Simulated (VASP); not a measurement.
Write the native input for VASP 6.6.1 that does the following.

| Property | Result |
| --- | --- |
| Task | single point |
| Functional | PBE |
| Potentials or basis | VASP PAW PBE potentials, release 64 (Sc_sv, F) |
| Cutoff | 520 eV |
| k mesh | 3 × 2 × 3 |
| Occupations | gaussian, width 0.05 eV |
| Spin | no spin polarisation |
| Dipole correction | no |
| Further INCAR settings | ALGO = Normal; EDIFF = 1e-06; NBANDS = 82 |

The structure of Sc12F (a cell with a defect) lies in POSCAR:

```
Sc12F
1.0
    6.6200000000      0.0000000000      0.0000000000
   -4.9650000000      8.5996320000      0.0000000000
    0.0000000000      0.0000000000      5.2761400000
Sc F
12 1
Direct
   -0.0045073902     -0.0004501355      0.0037265880
    0.1638803160      0.2238796962      0.4972807772
    0.0013356429      0.3346509479     -0.0012810502
    0.1662875973      0.5555198176      0.4974278545
   -0.0007307184      0.6664128186     -0.0011491355
    0.1646942587      0.8857496460      0.4953909487
    0.5042438433     -0.0004468796      0.0031591277
    0.6727012879      0.2238764403      0.4967174866
    0.5034235139      0.3376384013      0.0050032789
    0.6689169378      0.5570701165      0.5012414379
    0.5018134844      0.6679118362      0.0027057660
    0.6668833253      0.8887662867      0.5016712976
    0.3341951940      0.1117964118      0.7501910488
```

The input as run:

INCAR

```
  PREC = Accurate
  ENCUT = 520
  EDIFF = 1E-6
  ISMEAR = 0
  SIGMA = 0.05
  LREAL = F
  LASPH = T
  NELM = 80
  ALGO = Normal
  ISIF = 2
  LWAVE = F
  LCHARG = T
  GGA = PE
  LELF = T
  LVHAR = T
  NBANDS = 82
```

KPOINTS

```
Automatic mesh
0
Gamma
  3 2 3
```

Potentials or basis: VASP PAW PBE potentials, release 64 (Sc_sv, F).

Command:

```sh
$ cat potpaw_PBE.64/Sc_sv/POTCAR potpaw_PBE.64/F/POTCAR > POTCAR
$ mpirun -np 1 vasp_std > vasp.out
```

Results of the run:

```yaml
Pressure: -0.3 GPa
Largest_force: 0.021 eV/Å
Band_gap_on_the_k_mesh: zero (an odd number of electrons rules out a gap without spin polarisation)
```

Caveat: the k points lie up to 0.40 Å⁻¹ apart, too coarse for converged energies and pressures of a metal.

It took 18 min on 1 thread of Oxide Virtual Turin-like Processor (shared host), peak memory 0.45 GiB.
